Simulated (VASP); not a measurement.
# Rh (Fmmm) in VASP: single point with r2SCAN

Aim: the single point of Rh with r2SCAN.

Program: VASP 6.6.1. These are calculated values, not measurements. Logs are shortened: lines on timing, memory, paths and dates and some standing lists are left out, and cuts for length are marked.

## 1. The cell of the first run

It takes space group Fmmm (No. 69, orthorhombic). The conventional cell has a = 2.672 Å, b = 4.523 Å, c = 9.585 Å, α = 90.00°, β = 90.00°, γ = 90.00°. Within 3.2 Å of Rh (site symmetry mm2) lie 9 Rh at 2.46 to 2.69 Å.

## 2. Single point, r2SCAN

Contents of POSCAR:

```
Rh
1.0
    1.3358387931     -4.7926878550      0.0000000000
    1.3358387931      4.7926878550      0.0000000000
    0.0000000000      0.0000000000      4.5233445591
Rh
4
Direct
    0.1283237043      0.8716762957      1.0000000170
    0.6283237043      0.3716762957      0.4999999830
    0.8716762957      0.1283237043     -0.0000000170
    0.3716762957      0.6283237043      0.5000000170
```

Contents of INCAR.step1:

```
  ALGO = Normal
  EDIFF = 1E-4
  ENCUT = 520
  GGA = PE
  ISMEAR = 0
  LASPH = True
  LCHARG = False
  LREAL = False
  LWAVE = True
  NBANDS = 38
  NELM = 60
  PREC = Accurate
  SIGMA = 0.1
```

Contents of INCAR.step2:

```
  ALGO = Normal
  EDIFF = 1E-6
  ENCUT = 520
  ISIF = 2
  ISMEAR = 0
  ISTART = 1
  LASPH = True
  LCHARG = False
  LMIXTAU = True
  LREAL = False
  LWAVE = False
  METAGGA = R2SCAN
  NBANDS = 38
  NELM = 60
  PREC = Accurate
  SIGMA = 0.1
```

Contents of KPOINTS:

```
k-points
0
Gamma
  6 6 4
```

Potentials or basis: VASP PAW PBE potentials, release 64 (Rh_pv).

Started as:

```
$ cat potpaw_PBE.64/Rh_pv/POTCAR > POTCAR
$ cp INCAR.step1 INCAR
$ mpirun -np 1 vasp_std > vasp.out
$ cp INCAR.step2 INCAR
$ mpirun -np 1 vasp_std > vasp.out
```

OUTCAR:

```text
EDIFF = 1E-6
   ENCUT = 520
   ISIF = 2
   ISMEAR = 0
   ISTART = 1
   LASPH = True
   LREAL = False
   METAGGA = R2SCAN
   NELM = 60
   PREC = Accurate

 ion  position               nearest neighbor table
   1  0.128  0.872  0.000-   3 2.46   2 2.63   2 2.63   2 2.63   2 2.63   3 2.69   3 2.69   4 3.25
                             4 3.25
   2  0.628  0.372  0.500-   4 2.46   1 2.63   1 2.63   1 2.63   1 2.63   4 2.69   4 2.69   3 3.25
                             3 3.25
   3  0.872  0.128  1.000-   1 2.46   4 2.63   4 2.63   4 2.63   4 2.63   1 2.69   1 2.69   2 3.25
                             2 3.25
   4  0.372  0.628  0.500-   2 2.46   3 2.63   3 2.63   3 2.63   3 2.63   2 2.69   2 2.69   1 3.25
                             1 3.25

  LATTYP: Found a base centered orthorhombic cell.
 ALAT       =     2.6716775862
 B/A-ratio  =     3.5877741235
 C/A-ratio  =     1.6930727654

  Lattice vectors:

 A1 = (   1.3358387931,  -4.7926878550,   0.0000000000)
 A2 = (   1.3358387931,   4.7926878550,   0.0000000000)
 A3 = (   0.0000000000,   0.0000000000,   4.5233445591)

Analysis of symmetry for initial positions (statically):
=====================================================================
 Subroutine PRICEL returns following result:

  LATTYP: Found a face centered orthorhombic cell.
 ALAT       =     2.6716775862
 B/A-ratio  =     1.6930727654
 C/A-ratio  =     3.5877741235

  Lattice vectors:

 A1 = (   0.0000000000,  -4.7926878550,   2.2616721258)
 A2 = (   1.3358387931,  -4.7926878550,  -0.0000003076)
 A3 = (   1.3358387931,   0.0000000000,   2.2616721258)

   2 primitive cells build up your supercell.

 Routine SETGRP: Setting up the symmetry group for a
 base centered orthorhombic supercell.

 Subroutine GETGRP returns: Found  8 space group operations
 (whereof  8 operations were pure point group operations)
 out of a pool of  8 trial point group operations.

The static configuration has the point symmetry D_2h.

Analysis of symmetry for dynamics (positions and initial velocities):
=====================================================================
 Subroutine PRICEL returns following result:

  LATTYP: Found a face centered orthorhombic cell.
 ALAT       =     2.6716775862
 B/A-ratio  =     1.6930727654
 C/A-ratio  =     3.5877741235

  Lattice vectors:

 A1 = (   0.0000000000,  -4.7926878550,   2.2616721258)
 A2 = (   1.3358387931,  -4.7926878550,  -0.0000003076)
 A3 = (   1.3358387931,   0.0000000000,   2.2616721258)

   2 primitive cells build up your supercell.

 Routine SETGRP: Setting up the symmetry group for a
 base centered orthorhombic supercell.

 Subroutine GETGRP returns: Found  8 space group operations
 (whereof  8 operations were pure point group operations)
 out of a pool of  8 trial point group operations.

The dynamic configuration has the point symmetry D_2h.

 Subroutine INISYM returns: Found  8 space group operations
 (whereof  8 operations are pure point group operations),
 and found     2 'primitive' translations

----------------------------------------------------------------------------------------

                                     Primitive cell

  volume of cell :      28.9596

  direct lattice vectors                    reciprocal lattice vectors
     0.000000000 -4.792687855  2.261672126    -0.374296636 -0.104325600  0.221075354
     1.335838793 -4.792687855 -0.000000308     0.374296636 -0.104325585 -0.221075354
     1.335838793  0.000000000  2.261672126     0.374296687  0.104325585  0.221075354

  length of vectors
     5.299529949  4.975371560  2.626713933     0.447052698  0.447052694  0.447052737

  position of ions in fractional coordinates (direct lattice)
     0.128323730  0.128323679  0.871676321
     0.871676338  0.871676253  0.128323747

  ion indices of the primitive-cell ions
   primitive index   ion index
                 1           1
                 2           3

----------------------------------------------------------------------------------------

 KPOINTS: k-points

Automatic generation of k-mesh.
 Grid dimensions read from file:
 generate k-points for:    6    6    4

 Generating k-lattice:

  Cartesian coordinates                     Fractional coordinates (reciprocal lattice)
     0.062382777 -0.017387599  0.000000000     0.166666667  0.000000000  0.000000000
     0.062382777  0.017387599  0.000000000     0.000000000  0.166666667  0.000000000
     0.000000000  0.000000000  0.055268839     0.000000000  0.000000000  0.250000000

  Length of vectors
     0.064760632  0.064760632  0.055268839

  Shift w.r.t. Gamma in fractional coordinates (k-lattice)
     0.000000000  0.000000000  0.000000000

 Subroutine IBZKPT returns following result:
 ===========================================

 Found     39 irreducible k-points:

 Following reciprocal coordinates:
            Coordinates               Weight
  0.000000  0.000000  0.000000      1.000000
  0.166667  0.000000  0.000000      4.000000
  0.333333 -0.000000  0.000000      4.000000
  0.500000  0.000000  0.000000      2.000000
  0.166667  0.166667  0.000000      2.000000
  0.333333  0.166667  0.000000      4.000000
[... 16 lines left out ...]
  0.333333  0.333333  0.250000      4.000000
  0.500000  0.333333  0.250000      8.000000
 [... further k-points ...]
   k-points           NKPTS =     39   k-points in BZ     NKDIM =     39   number of bands    NBANDS=     38
   number of dos      NEDOS =    301   number of ions     NIONS =      4
   total plane-waves  NPLWV =  57600
   dimension x,y,z NGX =    40 NGY =   40 NGZ =   36
   dimension x,y,z NGXF=    80 NGYF=   80 NGZF=   72
   ions per type =               4
   NGX,Y,Z   is equivalent  to a cutoff of  13.37, 13.37, 13.23 a.u.
   NGXF,Y,Z  is equivalent  to a cutoff of  26.73, 26.73, 26.46 a.u.
 SYSTEM =  unknown system
   PREC   = accura    normal or accurate (medium, high low for compatibility)
   ISTART =      1    job   : 0-new  1-cont  2-samecut
   ICHARG =      0    charge: 1-file 2-atom 10-const
   ISPIN  =      1    spin polarized calculation?
   LNONCOLLINEAR =      F non collinear calculations
   LSORBIT =      F    spin-orbit coupling
   LASPH  =      T    aspherical Exc in radial PAW
   ENCUT  =  520.0 eV  38.22 Ry    6.18 a.u.   9.25  9.25  8.41*2*pi/ulx,y,z
   NELM   =     60;   NELMIN=  2; NELMDL=  0     # of ELM steps
   EDIFF  = 0.1E-05   stopping-criterion for ELM
   LREAL  =      F    real-space projection
   EDIFFG = 0.1E-04   stopping-criterion for IOM
   NSW    =      0    number of steps for IOM
   IBRION =     -1    ionic relax: 0-MD 1-quasi-New 2-CG
   NFREE  =      0    steps in history (QN), initial steepest desc. (CG)
   ISIF   =      2    stress and relaxation
   ISYM   =      2    0-nonsym 1-usesym 2-fastsym
   POTIM  = 0.5000    time-step for ionic-motion
   TEBEG  =    0.0;   TEEND  =   0.0 temperature during run
   PSTRESS=    0.0 pullay stress
   NELECT =      60.0000    total number of electrons
   NUPDOWN=      -1.0000    fix difference up-down
   EMIN   =  10.00;   EMAX   =-10.00  energy-range for DOS
   EFERMI =   0.00;   METHOD = LEGACY
   ISMEAR =     0;   SIGMA  =   0.10  broadening in eV -4-tet -1-fermi 0-gaus
   EFERMI_NEDOS =   21; number of points for ismear=-14 and -15
   IALGO  =     38    algorithm
   IMIX   =      4    mixing-type and parameters
     AMIX     =   0.40;   BMIX     =  1.00
     AMIX_MAG =   1.60;   BMIX_MAG =  1.00
  volume/ion in A,a.u.               =      14.48        97.71
  Fermi-wavevector in a.u.,A,eV,Ry     =   1.656473  3.130280 37.333052  2.743902
  Thomas-Fermi vector in A             =   2.744391
   LORBIT       =      0    0 simple, 1 ext, 2 COOP (PROOUT), +10 PAW based schemes
   METAGGA = R2SCAN    functional components
   LHFCALC =     F    Hartree Fock is set to
   AEXX    =    0.0000 exact exchange contribution
   IVDW    =     0    specifies the selected vdW correction
   LEPSILON=     F    determine dielectric tensor
   LRPA    =     F    only Hartree local field effects (RPA)
 non-spin polarized calculation
 Gauss-broadening in eV      SIGMA  =   0.10
  energy-cutoff  :      520.00
  volume of cell :       57.92
 maximum number of plane-waves:      1577
 NGX is ok and might be reduce to    40
   NGX = 19   NGY = 19   NGZ = 17

 number of electron      59.9999994 magnetization

 Free energy of the ion-electron system (eV)
  ---------------------------------------------------
  ext. energy  EPLUGINS =         0.00000000
  ---------------------------------------------------
  free energy    TOTEN  =       -95.24953814 eV

  energy without entropy =      -95.21096503  energy(sigma->0) =      -95.23025158

 E-fermi :  10.6893     XC(G=0): -14.7035

 val. band max:       10.6826129675   @ k =   0.3333  -0.0000   0.2500
 cond. band min:      10.6912213660   @ k =   0.1667   0.1667   0.5000
 fundamental gap:      0.0086083986
 Fermi energy:        10.6892848181

 k-point     1 :       0.0000    0.0000    0.0000
  band No.  band energies     occupation
      1     -37.5417      2.00000
      2     -37.5381      2.00000
      3     -37.4116      2.00000
      4     -37.3997      2.00000
      5     -37.0109      2.00000
      6     -36.9844      2.00000
[... 30 lines left out ...]
     37      18.4262      0.00000
     38      18.4857      0.00000

 k-point     2 :       0.1667    0.0000    0.0000
  band No.  band energies     occupation
      1     -37.4942      2.00000
      2     -37.4734      2.00000
      3     -37.3735      2.00000
      4     -37.3580      2.00000
      5     -37.1185      2.00000
      6     -37.0737      2.00000
[... 30 lines left out ...]
     37      19.0945      0.00000
     38      20.0407      0.00000

 k-point     3 :       0.3333   -0.0000    0.0000
  band No.  band energies     occupation
      1     -37.4000      2.00000
      2     -37.3653      2.00000
      3     -37.3182      2.00000
      4     -37.3042      2.00000
      5     -37.2280      2.00000
      6     -37.2171      2.00000
[... 30 lines left out ...]
     37      19.4531      0.00000
     38      20.5850      0.00000

 k-point     4 :       0.5000    0.0000    0.0000
  band No.  band energies     occupation
      1     -37.3970      2.00000
      2     -37.3970      2.00000
      3     -37.3916      2.00000
      4     -37.3916      2.00000
      5     -37.1975      2.00000
      6     -37.1975      2.00000
[... 30 lines left out ...]
     37      21.6337      0.00000
     38      21.6337      0.00000
[... 703 lines left out ...]
      4     -37.3178      2.00000
      5     -37.0023      2.00000
      6     -36.9382      2.00000
[... 30 lines left out ...]
     37      19.4576      0.00000
     38      20.3227      0.00000

 k-point    23 :       0.3333    0.3333    0.2500
  band No.  band energies     occupation
      1     -37.4500      2.00000
      2     -37.3718      2.00000
      3     -37.3674      2.00000
      4     -37.2590      2.00000
      5     -37.1950      2.00000
      6     -37.1770      2.00000
[... 30 lines left out ...]
     37      19.3666      0.00000
     38      23.2553      0.00000

 k-point    24 :       0.5000    0.3333    0.2500
  band No.  band energies     occupation
      1     -37.3703      2.00000
      2     -37.3418      2.00000
      3     -37.2608      2.00000
      4     -37.1954      2.00000
      5     -37.0872      2.00000
      6     -37.0634      2.00000
[... 30 lines left out ...]
     37      22.6676      0.00000
     38      23.1337      0.00000

 [... further k-points ...]
[... 5 lines left out ...]
  --------------------------------------------------------------------------------------
  -------------------------------------------------------------------------------------
  Total        0.3925432      0.3464046      0.4015968      0.0000000      0.0000000      0.0000000
  in kB       10.8586330      9.5823352     11.1090773      0.0000000      0.0000000      0.0000000
  external PRESSURE =      10.5166819 kB  Pullay stress =       0.0000000 kB

 VOLUME and BASIS-vectors are now :
 -----------------------------------------------------------------------------
  energy-cutoff  :      520.00
  volume of cell :       57.92
      direct lattice vectors                 reciprocal lattice vectors
     1.335838793 -4.792687855  0.000000000     0.374296661 -0.104325592  0.000000000
     1.335838793  4.792687855  0.000000000     0.374296661  0.104325592  0.000000000
     0.000000000  0.000000000  4.523344559     0.000000000  0.000000000  0.221075354

 POSITION                                       TOTAL-FORCE (eV/Angst)
 -----------------------------------------------------------------------------------
      1.33584      3.56266      0.00000         0.000000      0.000192      0.000000
      1.33584     -1.23003      2.26167         0.000000      0.000192      0.000000
      1.33584     -3.56266      4.52334         0.000000     -0.000192      0.000000
      1.33584      1.23003      2.26167         0.000000     -0.000192      0.000000
 -----------------------------------------------------------------------------------
    total drift:                                0.000000      0.000000      0.000000

  FREE ENERGIE OF THE ION-ELECTRON SYSTEM (eV)
  ---------------------------------------------------
  free  energy   TOTEN  =       -95.2495381374 eV

  energy  without entropy=      -95.2109650303  energy(sigma->0) =      -95.23025158
```

Wall time 3 min (1 thread of Intel Xeon Platinum 8559C (Emerald Rapids), shared host); peak memory 0.26 GiB.

What came out:

| Property | Result |
| --- | --- |
| Free energy | -95.2495 eV |
| Pressure | 1.1 GPa |
| Band gap on the k mesh | zero (band 30 reaches 11.89 eV, above the bottom of band 31 at 10.07 eV) |

Caveat: the k points lie up to 0.41 Å⁻¹ apart; the PAW data sets were made with another functional, which shifts forces and pressure a little.
